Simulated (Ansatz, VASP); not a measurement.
**P in VASP and in Ansatz**

File INCAR:

```
PREC     = Accurate       # precision mode
ENCUT    = 520            # plane-wave cutoff, eV
EDIFF    = 1E-6           # SCF threshold, eV
ISMEAR   = -1             # smearing method
SIGMA    = 0.05           # smearing width, eV
LREAL    = F              # projectors in reciprocal space
LASPH    = T              # aspherical terms in the spheres
NELM     = 80             # most SCF steps
ALGO     = Normal         # electronic algorithm
ISIF     = 2              # what is computed and relaxed
LWAVE    = F              # write WAVECAR
LCHARG   = F              # write CHGCAR
NBANDS   = 18             # bands
```

KPOINTS

```
Automatic mesh
0
Gamma
  8 1 6
```

Contents of POSCAR:

```
P
1.0
    3.2166940593      0.0000000000      0.0000000000
    0.0000000000     34.1454633489      0.0000000000
    0.0000000000      0.0000000000      4.5375258363
P
4
Direct
    0.5000000000      0.9702614300      0.9078492800
    0.5000000000      0.0297385700      0.0921507200
    0.0000000000      0.0297385700      0.4078492800
    0.0000000000      0.9702614300      0.5921507200
```

The input input.yaml:

```yaml
crystal:
  lattice:
    - [3.2166940593, 0.0, 0.0]
    - [0.0, 34.1454633489, 0.0]
    - [0.0, 0.0, 4.5375258363]
  atoms:
    - { symbol: P, position: [0.5, 0.97026143, 0.90784928] }
    - { symbol: P, position: [0.5, 0.02973857, 0.09215072] }
    - { symbol: P, position: [0.0, 0.02973857, 0.40784928] }
    - { symbol: P, position: [0.0, 0.97026143, 0.59215072] }
kpoints:
  mp_grid: { grid: [8, 1, 6] }
scf:
  occupations: { method: fermi_dirac, width: 0.05 }
hamiltonian:
  xc: lda
  pseudopotentials: { kind: all_electron, lapw: { basis_error: 0.002 } }
output:
  forces: true
  stress: true
  eigenvalues: true
```

Change from the starting cell: volume scaled by 0.94.

Alike in both runs: task single point; functional LDA; k mesh 8 × 1 × 6; occupations fermi-dirac, width 0.05 eV; no spin polarisation.

```csv
,VASP,Ansatz
version,VASP 6.6.1,Ansatz 0.2.0
potentials or method,"VASP PAW LDA potentials, release 64 (P), cutoff 520 eV","all-electron LAPW, scalar-relativistic"
```

|  | VASP | Ansatz | Ansatz less VASP |
| --- | --- | --- | --- |
| gap on the k mesh at the Fermi level (eV) | 0.80 | 0.79 | -0.010 |
| least direct gap on the mesh (eV) | 0.83 | 0.82 | -0.008 |
| rms of the force components (eV/Å) | 0.357 | 0.387 | +0.0293 |

LDA's correlation is that of Perdew and Zunger in VASP and of Perdew and Wang (1992) in Ansatz. Atom by atom the forces differ by 0.029 eV/Å (rms over components). Ansatz ran all-electron here, and VASP with PAW potentials.
